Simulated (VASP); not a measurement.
W:

```
CELL_PARAMETERS angstrom
0.00000 2.03000 2.03000
2.03000 0.00000 2.03000
2.03000 2.03000 0.00000
ATOMIC_POSITIONS crystal
W 0.00000 0.00000 0.00000
```

```yaml
Program: VASP 6.6.1
Task: relaxation of cell and atoms
Functional: RPBE
Dispersion: D3(BJ)
Potentials_or_basis: VASP PAW PBE potentials, release 64 (W_sv)
Cutoff: 600 eV
k_mesh: 11 × 11 × 11
Occupations: fermi-dirac, width 0.05 eV
Spin: no spin polarisation
```

At the start: pressure -44.6 GPa; volume 16.73 Å³/atom.

Task: How do energy, volume and symmetry change on relaxing?

Result: Over 5 steps the energy falls by 361.8 meV/atom and the volume is 14.41 Å³/atom (-13.9 %); space group Fm-3m (No. 225, to 0.05 Å).

The path:
| step | energy change (eV) | largest force (eV/Å) | pressure (GPa) | volume (Å³) |
| --- | --- | --- | --- | --- |
| 1 | 0.0000 | 0.0000 | -44.57 | 16.73 |
| 2 | 8.7440 | 0.0000 | 747.39 | 7.80 |
| 3 | -0.3470 | 0.0000 | -10.80 | 14.84 |
| 4 | -0.3585 | 0.0000 | -5.23 | 14.62 |
| 5 | -0.3618 | 0.0000 | 0.02 | 14.41 |

Final structure:
```
CELL_PARAMETERS angstrom
0.00000 1.93151 1.93151
1.93151 0.00000 1.93151
1.93151 1.93151 0.00000
ATOMIC_POSITIONS crystal
W 0.00000 0.00000 0.00000
```

Caveat: the PAW data sets were made with another functional, which shifts forces and pressure a little; the volume moved by -14 % from the deposited cell, more than functionals usually miss; pairwise dispersion overbinds metals, which lowers pressure and volume.
